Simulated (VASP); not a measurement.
Si4Ge:

```
CELL_PARAMETERS angstrom
3.78451 0.00000 0.00000
-1.89225 3.27748 0.00000
0.00000 0.00000 6.82453
ATOMIC_POSITIONS crystal
Si 0.83154 0.16846 0.74960
Si 0.83154 0.66308 0.74960
Si 0.33692 0.16846 0.74960
Si 0.00000 0.00000 0.13874
Ge 0.00000 0.00000 0.47368
```

| Item | Value |
| --- | --- |
| Program | VASP 6.6.1 |
| Task | relaxation of cell and atoms |
| Functional | PBE |
| Potentials or basis | VASP PAW PBE potentials, release 64 (Si, Ge_d) |
| Cutoff | 500 eV |
| k mesh | 5 × 5 × 3 |
| Occupations | gaussian, width 0.2 eV |
| Spin | no spin polarisation |

At the start: pressure 80.9 GPa; volume 16.93 Å³/atom.

Q: Where does the relaxation end?

A: Over 30 steps the energy falls by 2944.8 meV/atom and the volume is 28.62 Å³/atom (+69.1 %); space group P3m1 (No. 156, to 0.05 Å).

Step by step:
| step | energy change (eV) | largest force (eV/Å) | pressure (GPa) | volume (Å³) |
| --- | --- | --- | --- | --- |
| 1 | 0.0000 | 6.3921 | 80.86 | 84.65 |
| 2 | -8.1578 | 1.4922 | -9.76 | 231.61 |
| 3 | -11.6982 | 1.5791 | -1.06 | 147.53 |
| 4 | -11.6956 | 1.5693 | -1.45 | 149.00 |
| 5 | -12.4327 | 3.0440 | -2.23 | 146.21 |
| 6 | -13.3400 | 4.4784 | 2.79 | 135.15 |
| 7 | -1.3813 | 13.1976 | 58.12 | 99.80 |
| 8 | -10.4103 | 17.0948 | 9.78 | 132.27 |
| 9 | -9.2309 | 18.0303 | 25.63 | 117.90 |
| 10 | -9.8932 | 18.5269 | 21.64 | 121.37 |
| 11 | -9.9198 | 18.3035 | 21.62 | 121.33 |
| 12 | -9.9915 | 17.6461 | 21.60 | 121.19 |
| 13 | -10.0990 | 16.3846 | 21.58 | 120.91 |
| 14 | -10.1779 | 14.0390 | 21.66 | 120.30 |
| 15 | -10.2734 | 13.8471 | 21.31 | 120.50 |
| 16 | -10.5511 | 13.2851 | 20.30 | 121.10 |
| 17 | -11.0683 | 12.2247 | 18.34 | 122.30 |
| 18 | -11.9571 | 10.3693 | 14.79 | 124.69 |
| 19 | -13.2147 | 7.5524 | 8.95 | 129.41 |
| 20 | -14.0856 | 4.3601 | 1.34 | 138.61 |
| 21 | -14.1566 | 4.1110 | 1.37 | 138.55 |
| 22 | -14.3387 | 3.3608 | 1.51 | 138.37 |
| 23 | -14.5619 | 1.8522 | 2.04 | 137.97 |
| 24 | -14.4505 | 1.2233 | 3.81 | 137.06 |
| 25 | -14.6026 | 0.8392 | 2.57 | 137.66 |
| 26 | -14.6596 | 0.6143 | 1.51 | 139.62 |
| 27 | -14.7091 | 0.2436 | -0.61 | 144.13 |
| 28 | -14.7184 | 0.1850 | -0.42 | 143.80 |
| 29 | -14.7236 | 0.0952 | -0.11 | 143.29 |
| 30 | -14.7240 | 0.0617 | -0.06 | 143.11 |

Final structure:
```cif
data_structure
_symmetry_space_group_name_H-M 'P 1'
_symmetry_Int_Tables_number 1
_cell_length_a 5.4977
_cell_length_b 5.4977
_cell_length_c 5.4673
_cell_angle_alpha 90.000
_cell_angle_beta 90.000
_cell_angle_gamma 120.000
_cell_volume 143.11
loop_
_atom_site_label
_atom_site_type_symbol
_atom_site_fract_x
_atom_site_fract_y
_atom_site_fract_z
_atom_site_occupancy
Si1 Si 0.80819 0.19181 0.77616 1
Si2 Si 0.80819 0.61639 0.77616 1
Si3 Si 0.38361 0.19181 0.77616 1
Si4 Si 0.00000 0.00000 0.04490 1
Ge1 Ge 0.00000 0.00000 0.48785 1
```

Caveat: the volume moved by over 15 % at a fixed basis, so the end points are rough; the relaxation stopped at a loose force limit of 0.08 eV/Å, so its end isn't a converged minimum.
